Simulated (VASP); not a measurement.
# Au in VASP: settings compared

Au is run at these levels: r2SCAN, PBEsol; tasks: single point.

Program: VASP 6.6.1. These are calculated values, not measurements. Logs are shortened: lines on timing, memory, paths and dates and some standing lists are left out, and cuts for length are marked.

## 1. The cell of the first run

Symmetry: P6_3/mmc, No. 194, hexagonal system. The conventional cell has a = 2.900 Å, b = 2.900 Å, c = 4.880 Å, α = 90.00°, β = 90.00°, γ = 120.00°. Within 3.8 Å of Au (site symmetry -6m2) lie 12 Au at 2.90 to 2.96 Å.

This isn't the form of Au at room conditions, which is fcc.

## 2. Single point, r2SCAN

Contents of POSCAR:

```
Au
1.0
    2.9000000000      0.0000000000      0.0000000000
   -1.4500000000      2.5114736710      0.0000000000
    0.0000000000      0.0000000000      4.8800000000
Au
2
Direct
    0.6666666667      0.3333333333      0.2500000000
    0.3333333333      0.6666666667      0.7500000000
```

Contents of INCAR.step1:

```
SYSTEM = Au
PREC     = Accurate       ! precision mode
ENCUT    = 520            ! plane-wave cutoff, eV
ISMEAR   = 1              ! smearing method
SIGMA    = 0.1            ! smearing width, eV
LREAL    = .FALSE.        ! projectors in reciprocal space
LASPH    = .TRUE.         ! aspherical terms in the spheres
NELM     = 100            ! most SCF steps
NBANDS   = 18             ! bands
GGA      = PE             ! functional
ALGO     = Normal         ! electronic algorithm
EDIFF    = 1E-4           ! SCF threshold, eV
LWAVE    = .TRUE.         ! write WAVECAR
LCHARG   = .FALSE.        ! write CHGCAR
```

Contents of INCAR.step2:

```
SYSTEM = Au
PREC     = Accurate       ! precision mode
ENCUT    = 520            ! plane-wave cutoff, eV
EDIFF    = 1E-6           ! SCF threshold, eV
ISMEAR   = 1              ! smearing method
SIGMA    = 0.1            ! smearing width, eV
LREAL    = .FALSE.        ! projectors in reciprocal space
LASPH    = .TRUE.         ! aspherical terms in the spheres
NELM     = 100            ! most SCF steps
ALGO     = Normal         ! electronic algorithm
ISIF     = 2              ! what is computed and relaxed
LWAVE    = .FALSE.        ! write WAVECAR
LCHARG   = .FALSE.        ! write CHGCAR
METAGGA  = R2SCAN         ! meta-GGA
LMIXTAU  = .TRUE.       
NBANDS   = 18             ! bands
ISTART   = 1
```

Contents of KPOINTS:

```
Automatic mesh
0
G
  9 9 5
  0 0 0
```

Potentials or basis: VASP PAW PBE potentials, release 64 (Au).

Started as:

```
$ cat potpaw_PBE.64/Au/POTCAR > POTCAR
$ cp INCAR.step1 INCAR
$ mpirun -np 1 vasp_std > vasp.out
$ cp INCAR.step2 INCAR
$ mpirun -np 1 vasp_std > vasp.out
```

OUTCAR:

```text
SYSTEM = Au
   PREC = Accurate
   ENCUT = 520
   EDIFF = 1E-6
   ISMEAR = 1
   LREAL = .FALSE.
   LASPH = .TRUE.
   NELM = 100
   ISIF = 2
   METAGGA = R2SCAN
   ISTART = 1

 ion  position               nearest neighbor table
   1  0.667  0.333  0.250-   2 2.96   2 2.96   2 2.96   2 2.96   2 2.96   2 2.96
   2  0.333  0.667  0.750-   1 2.96   1 2.96   1 2.96   1 2.96   1 2.96   1 2.96

  LATTYP: Found a hexagonal cell.
 ALAT       =     2.9000000000
 C/A-ratio  =     1.6827586207

  Lattice vectors:

 A1 = (   2.9000000000,   0.0000000000,   0.0000000000)
 A2 = (  -1.4500000000,   2.5114736710,   0.0000000000)
 A3 = (   0.0000000000,   0.0000000000,   4.8800000000)

Analysis of symmetry for initial positions (statically):
=====================================================================
 Subroutine PRICEL returns:
 Original cell was already a primitive cell.

 Routine SETGRP: Setting up the symmetry group for a
 hexagonal supercell.

 Subroutine GETGRP returns: Found 24 space group operations
 (whereof 12 operations were pure point group operations)
 out of a pool of 24 trial point group operations.

The static configuration has the point symmetry D_3d.
 The point group associated with its full space group is D_6h.

Analysis of symmetry for dynamics (positions and initial velocities):
=====================================================================
 Subroutine PRICEL returns:
 Original cell was already a primitive cell.

 Routine SETGRP: Setting up the symmetry group for a
 hexagonal supercell.

 Subroutine GETGRP returns: Found 24 space group operations
 (whereof 12 operations were pure point group operations)
 out of a pool of 24 trial point group operations.

The dynamic configuration has the point symmetry D_3d.
 The point group associated with its full space group is D_6h.

 Subroutine INISYM returns: Found 24 space group operations
 (whereof 12 operations are pure point group operations),
 and found     1 'primitive' translations

----------------------------------------------------------------------------------------

                                     Primitive cell

  volume of cell :      35.5424

  direct lattice vectors                    reciprocal lattice vectors
     2.900000000  0.000000000  0.000000000     0.344827586  0.199086300  0.000000000
    -1.450000000  2.511473671  0.000000000     0.000000000  0.398172599  0.000000000
     0.000000000  0.000000000  4.880000000     0.000000000  0.000000000  0.204918033

  length of vectors
     2.900000000  2.900000000  4.880000000     0.398172599  0.398172599  0.204918033

  position of ions in fractional coordinates (direct lattice)
     0.666666667  0.333333333  0.250000000
     0.333333333  0.666666667  0.750000000

  ion indices of the primitive-cell ions
   primitive index   ion index
                 1           1
                 2           2

----------------------------------------------------------------------------------------

 KPOINTS: Automatic mesh

Automatic generation of k-mesh.
 Grid dimensions read from file:
 generate k-points for:    9    9    5

 Generating k-lattice:

  Cartesian coordinates                     Fractional coordinates (reciprocal lattice)
     0.038314176  0.022120700  0.000000000     0.111111111  0.000000000  0.000000000
     0.000000000  0.044241400  0.000000000     0.000000000  0.111111111  0.000000000
     0.000000000  0.000000000  0.040983607     0.000000000  0.000000000  0.200000000

  Length of vectors
     0.044241400  0.044241400  0.040983607

  Shift w.r.t. Gamma in fractional coordinates (k-lattice)
     0.000000000  0.000000000  0.000000000

 Subroutine IBZKPT returns following result:
 ===========================================

 Found     36 irreducible k-points:

 Following reciprocal coordinates:
            Coordinates               Weight
  0.000000  0.000000  0.000000      1.000000
  0.111111  0.000000  0.000000      6.000000
  0.222222 -0.000000  0.000000      6.000000
  0.333333  0.000000  0.000000      6.000000
  0.444444 -0.000000  0.000000      6.000000
  0.111111  0.111111  0.000000      6.000000
[... 16 lines left out ...]
  0.333333  0.222222  0.200000     24.000000
  0.333333  0.333333  0.200000      4.000000
 [... further k-points ...]
   k-points           NKPTS =     36   k-points in BZ     NKDIM =     36   number of bands    NBANDS=     18
   number of dos      NEDOS =    301   number of ions     NIONS =      2
   total plane-waves  NPLWV =  20736
   dimension x,y,z NGX =    24 NGY =   24 NGZ =   36
   dimension x,y,z NGXF=    48 NGYF=   48 NGZF=   72
   ions per type =               2
   NGX,Y,Z   is equivalent  to a cutoff of  13.76, 13.76, 12.26 a.u.
   NGXF,Y,Z  is equivalent  to a cutoff of  27.52, 27.52, 24.53 a.u.
 SYSTEM =  Au
   PREC   = accura    normal or accurate (medium, high low for compatibility)
   ISTART =      1    job   : 0-new  1-cont  2-samecut
   ICHARG =      0    charge: 1-file 2-atom 10-const
   ISPIN  =      1    spin polarized calculation?
   LNONCOLLINEAR =      F non collinear calculations
   LSORBIT =      F    spin-orbit coupling
   LASPH  =      T    aspherical Exc in radial PAW
   ENCUT  =  520.0 eV  38.22 Ry    6.18 a.u.   5.39  5.39  9.07*2*pi/ulx,y,z
   NELM   =    100;   NELMIN=  2; NELMDL=  0     # of ELM steps
   EDIFF  = 0.1E-05   stopping-criterion for ELM
   LREAL  =      F    real-space projection
   EDIFFG = 0.1E-04   stopping-criterion for IOM
   NSW    =      0    number of steps for IOM
   IBRION =     -1    ionic relax: 0-MD 1-quasi-New 2-CG
   NFREE  =      0    steps in history (QN), initial steepest desc. (CG)
   ISIF   =      2    stress and relaxation
   ISYM   =      2    0-nonsym 1-usesym 2-fastsym
   POTIM  = 0.5000    time-step for ionic-motion
   TEBEG  =    0.0;   TEEND  =   0.0 temperature during run
   PSTRESS=    0.0 pullay stress
   NELECT =      22.0000    total number of electrons
   NUPDOWN=      -1.0000    fix difference up-down
   EMIN   =  10.00;   EMAX   =-10.00  energy-range for DOS
   EFERMI =   0.00;   METHOD = LEGACY
   ISMEAR =     1;   SIGMA  =   0.10  broadening in eV -4-tet -1-fermi 0-gaus
   EFERMI_NEDOS =   21; number of points for ismear=-14 and -15
   IALGO  =     38    algorithm
   IMIX   =      4    mixing-type and parameters
     AMIX     =   0.40;   BMIX     =  1.00
     AMIX_MAG =   1.60;   BMIX_MAG =  1.00
  volume/ion in A,a.u.               =      17.77       119.93
  Fermi-wavevector in a.u.,A,eV,Ry     =   1.395191  2.636528 26.484517  1.946557
  Thomas-Fermi vector in A             =   2.518667
   LORBIT       =      0    0 simple, 1 ext, 2 COOP (PROOUT), +10 PAW based schemes
   METAGGA = R2SCAN    functional components
   LHFCALC =     F    Hartree Fock is set to
   AEXX    =    0.0000 exact exchange contribution
   IVDW    =     0    specifies the selected vdW correction
   LEPSILON=     F    determine dielectric tensor
   LRPA    =     F    only Hartree local field effects (RPA)
 non-spin polarized calculation
 Methfessel and Paxton  Order N= 1 SIGMA  =   0.10
  energy-cutoff  :      520.00
  volume of cell :       35.54
 maximum number of plane-waves:       984
 NGX is ok and might be reduce to    24
   NGX = 11   NGY = 11   NGZ = 19

 number of electron      22.0000001 magnetization

 Free energy of the ion-electron system (eV)
  ---------------------------------------------------
  ext. energy  EPLUGINS =         0.00000000
  ---------------------------------------------------
  free energy    TOTEN  =      -101.22757372 eV

  energy without entropy =     -101.22742059  energy(sigma->0) =     -101.22752268

 E-fermi :   8.5483     XC(G=0): -13.3300

 val. band max:        8.4887674052   @ k =   0.1111   0.1111   0.2000
 cond. band min:       8.7989740620   @ k =   0.2222  -0.0000   0.2000
 fundamental gap:      0.3102066568
 Fermi energy:         8.5482741545

 k-point     1 :       0.0000    0.0000    0.0000
  band No.  band energies     occupation
      1      -0.9940      2.00000
      2       1.3407      2.00000
      3       3.7360      2.00000
      4       4.0242      2.00000
      5       4.0242      2.00000
      6       4.3153      2.00000
[... 10 lines left out ...]
     17      27.5466      0.00000
     18      27.5466      0.00000

 k-point     2 :       0.1111    0.0000    0.0000
  band No.  band energies     occupation
      1      -0.6059      2.00000
      2       1.6487      2.00000
      3       3.6143      2.00000
      4       4.1025      2.00000
      5       4.2332      2.00000
      6       4.2762      2.00000
[... 10 lines left out ...]
     17      25.8225      0.00000
     18      27.3653      0.00000

 k-point     3 :       0.2222   -0.0000    0.0000
  band No.  band energies     occupation
      1       0.4293      2.00000
      2       2.2153      2.00000
      3       3.5016      2.00000
      4       3.7195      2.00000
      5       3.8907      2.00000
      6       4.5316      2.00000
[... 10 lines left out ...]
     17      26.0500      0.00000
     18      26.5016      0.00000

 k-point     4 :       0.3333    0.0000    0.0000
  band No.  band energies     occupation
      1       1.5085      2.00000
      2       2.1356      2.00000
      3       2.8816      2.00000
      4       3.9339      2.00000
      5       4.2023      2.00000
      6       4.2365      2.00000
[... 10 lines left out ...]
     17      22.9512      0.00000
     18      25.3098      0.00000

 k-point     5 :       0.4444   -0.0000    0.0000
  band No.  band energies     occupation
      1       1.8411      2.00000
      2       1.9184      2.00000
      3       2.4417      2.00000
      4       4.0631      2.00000
      5       4.2358      2.00000
      6       4.4013      2.00000
[... 10 lines left out ...]
     17      21.0145      0.00000
     18      24.3410      0.00000

 k-point     6 :       0.1111    0.1111    0.0000
  band No.  band energies     occupation
      1       0.1195      2.00000
      2       2.1567      2.00000
      3       3.3708      2.00000
      4       4.0099      2.00000
      5       4.0728      2.00000
      6       4.3583      2.00000
[... 307 lines left out ...]
 k-point    21 :       0.4444    0.1111    0.2000
  band No.  band energies     occupation
      1       1.8513      2.00000
      2       2.1736      2.00000
      3       2.9126      2.00000
      4       3.2990      2.00000
      5       3.9355      2.00000
      6       4.8315      2.00000
[... 10 lines left out ...]
     17      21.4972      0.00000
     18      22.9610      0.00000

 k-point    22 :       0.2222    0.2222    0.2000
  band No.  band energies     occupation
      1       2.3143      2.00000
      2       2.6240      2.00000
      3       3.0605      2.00000
      4       3.2532      2.00000
      5       4.0525      2.00000
      6       4.1438      2.00000
[... 10 lines left out ...]
     17      21.8012      0.00000
     18      24.8720      0.00000

 k-point    23 :       0.3333    0.2222    0.2000
  band No.  band energies     occupation
      1       2.3458      2.00000
      2       2.7945      2.00000
      3       3.0270      2.00000
      4       3.3333      2.00000
      5       3.8080      2.00000
      6       4.4755      2.00000
[... 10 lines left out ...]
     17      20.8155      0.00000
     18      22.7115      0.00000

 k-point    24 :       0.3333    0.3333    0.2000
  band No.  band energies     occupation
      1       2.7021      2.00000
      2       2.9367      2.00000
      3       2.9367      2.00000
      4       3.6126      2.00000
      5       3.9585      2.00000
      6       3.9585      2.00000
[... 10 lines left out ...]
     17      21.9591      0.00000
     18      21.9591      0.00000

 [... further k-points ...]

------------------------ aborting loop because EDIFF is reached ----------------------------------------

  FORCE on cell =-STRESS in cart. coord.  units (eV):
  Direction    XX          YY          ZZ          XY          YZ          ZX
  --------------------------------------------------------------------------------------
  -------------------------------------------------------------------------------------
  Total       -0.3246778     -0.3246778     -0.4889635      0.0000000     -0.0000000      0.0000000
  in kB      -14.6358099    -14.6358099    -22.0414704      0.0000000     -0.0000000      0.0000000
  external PRESSURE =     -17.1043634 kB  Pullay stress =       0.0000000 kB

 VOLUME and BASIS-vectors are now :
 -----------------------------------------------------------------------------
  energy-cutoff  :      520.00
  volume of cell :       35.54
      direct lattice vectors                 reciprocal lattice vectors
     2.900000000  0.000000000  0.000000000     0.344827586  0.199086300  0.000000000
    -1.450000000  2.511473671  0.000000000     0.000000000  0.398172599  0.000000000
     0.000000000  0.000000000  4.880000000     0.000000000  0.000000000  0.204918033

 POSITION                                       TOTAL-FORCE (eV/Angst)
 -----------------------------------------------------------------------------------
      1.45000      0.83716      1.22000        -0.000000      0.000000      0.000000
     -0.00000      1.67432      3.66000         0.000000     -0.000000      0.000000
 -----------------------------------------------------------------------------------
    total drift:                                0.000000     -0.000000      0.000000

  FREE ENERGIE OF THE ION-ELECTRON SYSTEM (eV)
  ---------------------------------------------------
  free  energy   TOTEN  =      -101.2275737207 eV

  energy  without entropy=     -101.2274205857  energy(sigma->0) =     -101.22752268
```

It took 94 s on 1 thread of Intel Xeon 8259CL, shared host; peak memory 0.17 GiB.

What came out:

| Quantity | Value |
| --- | --- |
| Free energy | -101.2276 eV |
| Pressure | -1.7 GPa |
| Band gap on the k mesh | zero (bands 11 and 12 overlap by 6.35 eV) |

Stress tensor (GPa, compression positive):
```
-1.46  0.00  0.00
 0.00 -1.46  0.00
 0.00  0.00 -2.20
```

Caveat: the PAW data sets were made with another functional, which shifts forces and pressure a little; spin-orbit coupling is left out, which moves the levels of the heavy elements.

(Continued in part 2 of 2.)
